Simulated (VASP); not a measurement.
# H in VASP: notebook

Runs on H. Level: PBE. Tasks: single point, relaxation of cell and atoms.

Program: VASP 6.6.1. These are calculated values, not measurements. Logs are shortened: lines on timing, memory, paths and dates and some standing lists are left out, and cuts for length are marked.

## Step 1: The cell of the first run

The cell holds an amorphous packing of atoms, 10 atoms: a = 5.969 Å, b = 5.447 Å, c = 5.641 Å, α = 86.08°, β = 90.60°, γ = 94.78°.

## Step 2: Single point, PBE

File INCAR:

```
  ALGO = Normal
  EDIFF = 1E-6
  ENCUT = 520
  GGA = PE
  ISIF = 2
  ISMEAR = 0
  LASPH = T
  LCHARG = F
  LREAL = F
  LWAVE = F
  NBANDS = 16
  NELM = 60
  PREC = Accurate
  SIGMA = 0.02
```

File KPOINTS:

```
k-points
0
Gamma
  3 4 4
```

File POSCAR:

```
H
1.0
    5.9645970000     -0.2289550000     -0.0316040000
   -0.2441690000      5.4385130000      0.1953680000
   -0.0220670000      0.1825520000      5.6383170000
H
10
Direct
    0.5663214820      0.6207512766      0.8004930484
    0.9479832841      0.3667609395      0.6825712874
    0.6497906772      0.8405768754      0.3727754928
    0.2525824742      0.2938598484      0.3080376637
    0.0244762486      0.7703170051      0.9858142003
    0.0639691914      0.8571543086      0.8828769850
    0.3241358630      0.2235999891      0.2327237804
    0.4487352811      0.5889624273      0.8453206914
    0.7225199683      0.9192082064      0.2844508506
    0.8787465129      0.2782871724      0.6094831948
```

Potentials or basis: VASP PAW PBE potentials, release 64 (H).

Run with:

```sh
$ cat potpaw_PBE.64/H/POTCAR > POTCAR
$ mpirun -np 1 vasp_std > vasp.out
```

OUTCAR:

```text
EDIFF = 1E-6
   ENCUT = 520
   GGA = PE
   ISIF = 2
   ISMEAR = 0
   LASPH = T
   LREAL = F
   NELM = 60
   PREC = Accurate

 ion  position               nearest neighbor table
   1  0.566  0.621  0.800-   8 0.75
   2  0.948  0.367  0.683-  10 0.75
   3  0.650  0.841  0.373-   9 0.75
   4  0.253  0.294  0.308-   7 0.75
   5  0.024  0.770  0.986-   6 0.75
   6  0.064  0.857  0.883-   5 0.75
   7  0.324  0.224  0.233-   4 0.75
   8  0.449  0.589  0.845-   1 0.75
   9  0.723  0.919  0.284-   3 0.75
  10  0.879  0.278  0.609-   2 0.75

  LATTYP: Found a triclinic cell.
 ALAT       =     5.4474958290
 B/A-ratio  =     1.0957462898
 C/A-ratio  =     1.0355794312
 COS(alpha) =     0.0104417763
 COS(beta)  =     0.0683265636
 COS(gamma) =     0.0832721437

  Lattice vectors:

 A1 = (  -0.2441690000,   5.4385130000,   0.1953680000)
 A2 = (  -5.9645970000,   0.2289550000,   0.0316040000)
 A3 = (  -0.0220670000,   0.1825520000,   5.6383170000)

Analysis of symmetry for initial positions (statically):
=====================================================================
 Subroutine PRICEL returns:
 Original cell was already a primitive cell.

 Routine SETGRP: Setting up the symmetry group for a
 triclinic supercell.

 Subroutine GETGRP returns: Found  1 space group operations
 (whereof  1 operations were pure point group operations)
 out of a pool of  2 trial point group operations.

The static configuration has the point symmetry C_1 .

Analysis of symmetry for dynamics (positions and initial velocities):
=====================================================================
 Subroutine PRICEL returns:
 Original cell was already a primitive cell.

 Routine SETGRP: Setting up the symmetry group for a
 triclinic supercell.

 Subroutine GETGRP returns: Found  1 space group operations
 (whereof  1 operations were pure point group operations)
 out of a pool of  2 trial point group operations.

The dynamic configuration has the point symmetry C_1 .

 Subroutine INISYM returns: Found  1 space group operations
 (whereof  1 operations are pure point group operations),
 and found     1 'primitive' translations

----------------------------------------------------------------------------------------

                                     Primitive cell

  volume of cell :     182.3694

  direct lattice vectors                    reciprocal lattice vectors
     5.964597000 -0.228955000 -0.031604000     0.167946977  0.007525335  0.000413656
    -0.244169000  5.438513000  0.195368000     0.007046968  0.184403659 -0.005942864
    -0.022067000  0.182552000  5.638317000     0.000697202 -0.006347416  0.177566128

  length of vectors
     5.969073343  5.447495829  5.641314632     0.168115998  0.184633927  0.177680910

  position of ions in fractional coordinates (direct lattice)
     0.566321482  0.620751277  0.800493048
     0.947983284  0.366760939  0.682571287
     0.649790677  0.840576875  0.372775493
     0.252582474  0.293859848  0.308037664
     0.024476249  0.770317005  0.985814200
     0.063969191  0.857154309  0.882876985
     0.324135863  0.223599989  0.232723780
     0.448735281  0.588962427  0.845320691
     0.722519968  0.919208206  0.284450851
     0.878746513  0.278287172  0.609483195

  ion indices of the primitive-cell ions
   primitive index   ion index
                 1           1
                 2           2
                 3           3
                 4           4
                 5           5
                 6           6
                 7           7
                 8           8
                 9           9
                10          10

----------------------------------------------------------------------------------------

 KPOINTS: k-points

Automatic generation of k-mesh.
 Grid dimensions read from file:
 generate k-points for:    3    4    4

 Generating k-lattice:

  Cartesian coordinates                     Fractional coordinates (reciprocal lattice)
     0.055982326  0.002508445  0.000137885     0.333333333 -0.000000000  0.000000000
     0.001761742  0.046100915 -0.001485716     0.000000000  0.250000000  0.000000000
     0.000174300 -0.001586854  0.044391532    -0.000000000  0.000000000  0.250000000

  Length of vectors
     0.056038666  0.046158482  0.044420227

  Shift w.r.t. Gamma in fractional coordinates (k-lattice)
     0.000000000  0.000000000  0.000000000

 Subroutine IBZKPT returns following result:
 ===========================================

 Found     26 irreducible k-points:

 Following reciprocal coordinates:
            Coordinates               Weight
  0.000000  0.000000  0.000000      1.000000
  0.333333  0.000000  0.000000      2.000000
  0.000000  0.250000  0.000000      2.000000
  0.333333  0.250000  0.000000      2.000000
 -0.333333  0.250000  0.000000      2.000000
  0.000000  0.500000  0.000000      1.000000
[... 16 lines left out ...]
  0.333333  0.250000  0.500000      2.000000
 -0.333333  0.250000  0.500000      2.000000
 [... further k-points ...]
   k-points           NKPTS =     26   k-points in BZ     NKDIM =     26   number of bands    NBANDS=     16
   number of dos      NEDOS =    301   number of ions     NIONS =     10
   total plane-waves  NPLWV =  84672
   dimension x,y,z NGX =    48 NGY =   42 NGZ =   42
   dimension x,y,z NGXF=    96 NGYF=   84 NGZF=   84
   ions per type =              10
   NGX,Y,Z   is equivalent  to a cutoff of  13.37, 12.82, 12.38 a.u.
   NGXF,Y,Z  is equivalent  to a cutoff of  26.74, 25.64, 24.75 a.u.
 SYSTEM =  unknown system
   PREC   = accura    normal or accurate (medium, high low for compatibility)
   ISTART =      0    job   : 0-new  1-cont  2-samecut
   ICHARG =      2    charge: 1-file 2-atom 10-const
   ISPIN  =      1    spin polarized calculation?
   LNONCOLLINEAR =      F non collinear calculations
   LSORBIT =      F    spin-orbit coupling
   LASPH  =      T    aspherical Exc in radial PAW
   ENCUT  =  520.0 eV  38.22 Ry    6.18 a.u.  11.10 10.13 10.49*2*pi/ulx,y,z
   NELM   =     60;   NELMIN=  2; NELMDL= -5     # of ELM steps
   EDIFF  = 0.1E-05   stopping-criterion for ELM
   LREAL  =      F    real-space projection
   EDIFFG = 0.1E-04   stopping-criterion for IOM
   NSW    =      0    number of steps for IOM
   IBRION =     -1    ionic relax: 0-MD 1-quasi-New 2-CG
   NFREE  =      0    steps in history (QN), initial steepest desc. (CG)
   ISIF   =      2    stress and relaxation
   ISYM   =      2    0-nonsym 1-usesym 2-fastsym
   POTIM  = 0.5000    time-step for ionic-motion
   TEBEG  =    0.0;   TEEND  =   0.0 temperature during run
   PSTRESS=    0.0 pullay stress
   NELECT =      10.0000    total number of electrons
   NUPDOWN=      -1.0000    fix difference up-down
   EMIN   =  10.00;   EMAX   =-10.00  energy-range for DOS
   EFERMI =   0.00;   METHOD = LEGACY
   ISMEAR =     0;   SIGMA  =   0.02  broadening in eV -4-tet -1-fermi 0-gaus
   EFERMI_NEDOS =   21; number of points for ismear=-14 and -15
   IALGO  =     38    algorithm
   IMIX   =      4    mixing-type and parameters
     AMIX     =   0.40;   BMIX     =  1.00
     AMIX_MAG =   1.60;   BMIX_MAG =  1.00
  volume/ion in A,a.u.               =      18.24       123.07
  Fermi-wavevector in a.u.,A,eV,Ry     =   0.621953  1.175321  5.263079  0.386825
  Thomas-Fermi vector in A             =   1.681638
   LORBIT       =      0    0 simple, 1 ext, 2 COOP (PROOUT), +10 PAW based schemes
   GGA     = PE    functional components
   LHFCALC =     F    Hartree Fock is set to
   AEXX    =    0.0000 exact exchange contribution
   IVDW    =     0    specifies the selected vdW correction
   LEPSILON=     F    determine dielectric tensor
   LRPA    =     F    only Hartree local field effects (RPA)
 non-spin polarized calculation
 Gauss-broadening in eV      SIGMA  =   0.02
  energy-cutoff  :      520.00
  volume of cell :      182.37
 maximum number of plane-waves:      4934
 NGX is ok and might be reduce to    48
   NGX = 23   NGY = 21   NGZ = 21

 number of electron      10.0000000 magnetization

 number of electron       9.9999999 magnetization

 Free energy of the ion-electron system (eV)
  ---------------------------------------------------
  ext. energy  EPLUGINS =         0.00000000
  ---------------------------------------------------
  free energy    TOTEN  =       -33.93082312 eV

  energy without entropy =      -33.93082312  energy(sigma->0) =      -33.93082312

 E-fermi :  -8.8747     XC(G=0):  -4.2787

 val. band max:       -9.0047912158   @ k =   0.3333   0.5000   0.0000
 cond. band min:       0.1281835752   @ k =   0.0000   0.5000   0.5000
 fundamental gap:      9.1329747910
 Fermi energy:        -8.8747204354

 k-point     1 :       0.0000    0.0000    0.0000
  band No.  band energies     occupation
      1     -10.3091      2.00000
      2      -9.3509      2.00000
      3      -9.3242      2.00000
      4      -9.2292      2.00000
      5      -9.1816      2.00000
      6       1.1213      0.00000
[... 8 lines left out ...]
     15       4.7362      0.00000
     16       5.0027      0.00000

 k-point     2 :       0.3333    0.0000    0.0000
  band No.  band energies     occupation
      1     -10.1388      2.00000
      2      -9.6697      2.00000
      3      -9.3185      2.00000
      4      -9.1858      2.00000
      5      -9.1082      2.00000
      6       0.9714      0.00000
[... 8 lines left out ...]
     15       4.9909      0.00000
     16       5.5870      0.00000

 k-point     3 :       0.0000    0.2500    0.0000
  band No.  band energies     occupation
      1     -10.1971      2.00000
      2      -9.5412      2.00000
      3      -9.3254      2.00000
      4      -9.2352      2.00000
      5      -9.0992      2.00000
      6       0.8973      0.00000
[... 8 lines left out ...]
     15       5.0304      0.00000
     16       5.4389      0.00000
[... 362 lines left out ...]
 k-point    23 :       0.3333    0.2500    0.5000
  band No.  band energies     occupation
      1      -9.8060      2.00000
      2      -9.7180      2.00000
      3      -9.4580      2.00000
      4      -9.3271      2.00000
      5      -9.1244      2.00000
      6       0.2235      0.00000
[... 8 lines left out ...]
     15       5.8519      0.00000
     16       6.0939      0.00000

 k-point    24 :      -0.3333    0.2500    0.5000
  band No.  band energies     occupation
      1      -9.8039      2.00000
      2      -9.6704      2.00000
      3      -9.5816      2.00000
      4      -9.2700      2.00000
      5      -9.1024      2.00000
      6       0.4202      0.00000
[... 8 lines left out ...]
     15       5.5862      0.00000
     16       5.9856      0.00000

 [... further k-points ...]
[... 5 lines left out ...]
  --------------------------------------------------------------------------------------
  -------------------------------------------------------------------------------------
  Total       -0.1062904     -0.1307954     -0.1124268     -0.0518530      0.0310472     -0.0264291
  in kB       -0.9337973     -1.1490822     -0.9877073     -0.4555460      0.2727599     -0.2321889
  external PRESSURE =      -1.0235289 kB  Pullay stress =       0.0000000 kB

 VOLUME and BASIS-vectors are now :
 -----------------------------------------------------------------------------
  energy-cutoff  :      520.00
  volume of cell :      182.37
      direct lattice vectors                 reciprocal lattice vectors
     5.964597000 -0.228955000 -0.031604000     0.167946977  0.007525335  0.000413656
    -0.244169000  5.438513000  0.195368000     0.007046968  0.184403659 -0.005942864
    -0.022067000  0.182552000  5.638317000     0.000697202 -0.006347416  0.177566128

 POSITION                                       TOTAL-FORCE (eV/Angst)
 -----------------------------------------------------------------------------------
      3.20865      3.39243      4.61681        -0.031631     -0.014437      0.009889
      5.54972      1.90219      3.89025        -0.004709     -0.007420     -0.009251
      3.66227      4.49077      2.24551         0.018822      0.022134     -0.023286
      1.42800      1.59656      1.78624        -0.003884      0.003927      0.004378
     -0.06385      4.36374      5.70805         0.004027      0.004604     -0.006827
      0.15278      4.80817      5.14338        -0.003242     -0.005451      0.007354
      1.87361      1.18432      1.34561         0.004009     -0.002616     -0.004459
      2.51407      3.25465      4.86707         0.030090      0.013181     -0.009634
      4.07882      4.88563      1.76057        -0.019157     -0.021425      0.022760
      5.15997      1.42354      3.46306         0.005674      0.007504      0.009077
 -----------------------------------------------------------------------------------
    total drift:                               -0.000337      0.000090      0.000411

  FREE ENERGIE OF THE ION-ELECTRON SYSTEM (eV)
  ---------------------------------------------------
  free  energy   TOTEN  =       -33.9308231159 eV

  energy  without entropy=      -33.9308231159  energy(sigma->0) =      -33.93082312
```

Wall time 38 s (1 thread of Intel Xeon 6975P-C (Granite Rapids), shared host); peak memory 0.27 GiB.

What came out:

```
Free energy            : -33.9308 eV
Pressure               : -0.1 GPa
Largest force          : 0.037 eV/Å
Band gap on the k mesh : 9.13 eV, indirect (least direct gap 9.18 eV)
```

Forces in eV/Å, atoms in the order of the input:
```
H   -0.032 -0.014  0.010
H   -0.005 -0.007 -0.009
H    0.019  0.022 -0.023
H   -0.004  0.004  0.004
H    0.004  0.005 -0.007
H   -0.003 -0.005  0.007
H    0.004 -0.003 -0.004
H    0.030  0.013 -0.010
H   -0.019 -0.021  0.023
H    0.006  0.008  0.009
```

## Step 3: Relaxation of cell and atoms, PBE

This run uses another cell than the first one, of 17.56 Å³/atom, 0.963 times its volume.

File INCAR:

```
ALGO     = Normal         # electronic algorithm
EDIFF    = 1E-7           # SCF threshold, eV
EDIFFG   = -0.04          # ionic threshold
ENCUT    = 600            # plane-wave cutoff, eV
GGA      = PE             # functional
IBRION   = 2              # ionic algorithm
ISIF     = 3              # what is computed and relaxed
ISMEAR   = 0              # smearing method
ISYM     = 0            
LASPH    = True           # aspherical terms in the spheres
LCHARG   = False          # write CHGCAR
LREAL    = False          # projectors in reciprocal space
LWAVE    = False          # write WAVECAR
NELM     = 100            # most SCF steps
NSW      = 45             # ionic steps
PREC     = Accurate       # precision mode
SIGMA    = 0.1            # smearing width, eV
```

File KPOINTS:

```
k-points
0
Gamma
  3 3 3
```

File POSCAR:

```
H
1.0
    5.5129496338     -0.8048925750     -0.2103418203
   -0.7979573875      5.7096609155      0.2232630337
   -0.2010062235      0.2231418660      5.7075972900
H
10
Direct
    0.9644231829      0.7300990813      0.6045735476
    0.5998321211      0.9757763518      0.7278872171
    0.3359331093      0.3588426480      0.5178581989
    0.1634156260      0.9922706911      0.1816633423
    0.1834113710      0.0331311180      0.0546969430
    0.8186204039      0.4837975452      0.0879406374
    0.7129440103      0.3815304701      0.1326153814
    0.4304432812      0.3863320239      0.6200446109
    0.6465536395      0.9152717524      0.8362346258
    0.0782032947      0.6840865908      0.6220840587
```

Potentials or basis: VASP PAW PBE potentials, release 64 (H).

Run with:

```sh
$ cat potpaw_PBE.64/H/POTCAR > POTCAR
$ mpirun -np 1 vasp_std > vasp.out
```

Run time: 24 s. Hardware: 1 thread of Intel Xeon 6975P-C (Granite Rapids), shared host; peak memory 0.3 GiB.

The run converged. Its results:

- Free energy: -33.9478 eV
- Pressure after relaxing: 0.0 GPa
- Largest force after relaxing: 0.034 eV/Å
- Band gap on the k mesh: 9.23 eV, indirect (least direct gap 9.38 eV)

Forces on the atoms (eV/Å):
```
H    0.014 -0.008  0.001
H    0.008 -0.014  0.021
H    0.017  0.002  0.022
H    0.004  0.008 -0.033
H   -0.004 -0.007  0.032
H   -0.016 -0.018  0.007
H    0.015  0.019 -0.008
H   -0.017 -0.002 -0.022
H   -0.008  0.013 -0.020
H   -0.014  0.007 -0.002
```

Final structure:
```cif
data_structure
_symmetry_space_group_name_H-M 'P 1'
_symmetry_Int_Tables_number 1
_cell_length_a 5.5754
_cell_length_b 5.7695
_cell_length_c 5.7155
_cell_angle_alpha 85.288
_cell_angle_beta 94.479
_cell_angle_gamma 106.325
_cell_volume 175.55
loop_
_atom_site_label
_atom_site_type_symbol
_atom_site_fract_x
_atom_site_fract_y
_atom_site_fract_z
_atom_site_occupancy
H1 H 0.96442 0.73010 0.60457 1
H2 H 0.59983 0.97578 0.72789 1
H3 H 0.33593 0.35884 0.51786 1
H4 H 0.16342 0.99227 0.18166 1
H5 H 0.18341 0.03313 0.05470 1
H6 H 0.81862 0.48380 0.08794 1
H7 H 0.71294 0.38153 0.13262 1
H8 H 0.43044 0.38633 0.62004 1
H9 H 0.64655 0.91527 0.83623 1
H10 H 0.07820 0.68409 0.62208 1
```

Levels at points of the mesh, in eV from the valence-band top:
| k point | band 3 | band 4 | band 5 | band 6 | band 7 | band 8 |
| --- | --- | --- | --- | --- | --- | --- |
| (0.00, 0.00, 0.00) | -0.22 | -0.17 | -0.12 | 9.82 | 10.41 | 10.73 |

Caveat: the relaxation stopped at its first step, so nothing moved.
